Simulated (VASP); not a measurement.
Crystal: K.

```
CELL_PARAMETERS angstrom
0.00000 4.58340 4.58340
4.58340 0.00000 4.58340
4.58340 4.58340 0.00000
ATOMIC_POSITIONS crystal
K 0.12500 0.12500 0.12500
K 0.87500 0.87500 0.87500
```

This isn't the form of K at room conditions, which is bcc.

```yaml
Program: VASP 6.6.1
Task: relaxation of cell and atoms
Functional: revPBE
Potentials_or_basis: VASP PAW PBE potentials, release 64 (K_sv)
Cutoff: 600 eV
k_mesh: 6 × 6 × 6
Occupations: fermi-dirac, width 0.1 eV
Spin: no spin polarisation
```

At the start: pressure 0.4 GPa; volume 96.29 Å³/atom.

Q: How do energy, volume and symmetry change on relaxing?

A: Over 5 steps the energy falls by 24.8 meV/atom and the volume is 123.13 Å³/atom (+27.9 %); space group Fd-3m (No. 227, to 0.1 Å) before and after.

Step by step:
```
step  energy change (eV)  largest force (eV/Å)  pressure (GPa)  volume (Å³)
   1              0.0000                0.0000            0.37       192.57
   2             -0.0130                0.0000            0.30       198.81
   3             -0.0394                0.0000            0.14       218.33
   4             -0.0460                0.0000           -0.06       261.13
   5             -0.0495                0.0000           -0.01       246.26
```

Final structure:
```cif
data_structure
_symmetry_space_group_name_H-M 'P 1'
_symmetry_Int_Tables_number 1
_cell_length_a 7.0356
_cell_length_b 7.0356
_cell_length_c 7.0356
_cell_angle_alpha 60.000
_cell_angle_beta 60.000
_cell_angle_gamma 60.000
_cell_volume 246.26
loop_
_atom_site_label
_atom_site_type_symbol
_atom_site_fract_x
_atom_site_fract_y
_atom_site_fract_z
_atom_site_occupancy
K1 K 0.12500 0.12500 0.12500 1
K2 K 0.87500 0.87500 0.87500 1
```

Caveat: the volume moved by over 15 % at a fixed basis, so the end points are rough; the PAW data sets were made with another functional, which shifts forces and pressure a little.
